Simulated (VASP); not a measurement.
Wanted: the native input for a VASP 6.6.1 run.

```yaml
Task: single point
Functional: PBE
Potentials_or_basis: VASP PAW PBE potentials, release 64 (Ir)
Cutoff: 520 eV
k_mesh: 8 × 8 × 4
Occupations: gaussian, width 0.05 eV
Spin: no spin polarisation
Dipole_correction: no
Further_INCAR_settings: ALGO = Normal; EDIFF = 1e-06; NBANDS = 16
```

The structure of Ir lies in POSCAR:

```
Ir
1.0
    2.7640159887      0.0000000000      0.0000000000
   -1.3820079944      2.3937080627      0.0000000000
    0.0000000000      0.0000000000      4.4081889229
Ir
2
Direct
    0.3333333333      0.6666666667      0.7500000000
    0.6666666667      0.3333333333      0.2500000000
```

The input as run:

INCAR

```
SYSTEM = Ir
  ALGO = Normal
  EDIFF = 1E-6
  ENCUT = 520
  GGA = PE
  ISIF = 2
  ISMEAR = 0
  LASPH = .TRUE.
  LCHARG = .FALSE.
  LREAL = .FALSE.
  LWAVE = .FALSE.
  NBANDS = 16
  NELM = 100
  PREC = Accurate
  SIGMA = 0.05
```

KPOINTS

```
k-points
0
G
  8 8 4
  0 0 0
```

Potentials or basis: VASP PAW PBE potentials, release 64 (Ir).

The run is started by

```sh
$ cat potpaw_PBE.64/Ir/POTCAR > POTCAR
$ mpirun -np 1 vasp_std > vasp.out
```

It gave:

```
Pressure               : 0.5 GPa
Band gap on the k mesh : zero (band 9 reaches 11.00 eV, above the bottom of band 10 at 7.88 eV)
```

Caveat: spin-orbit coupling is left out, which moves the levels of the heavy elements.

Run time: 9.2 s on 1 thread of AMD EPYC 9R45 96-Core Processor (Zen 5), with other jobs on the host, peak memory 0.13 GiB.
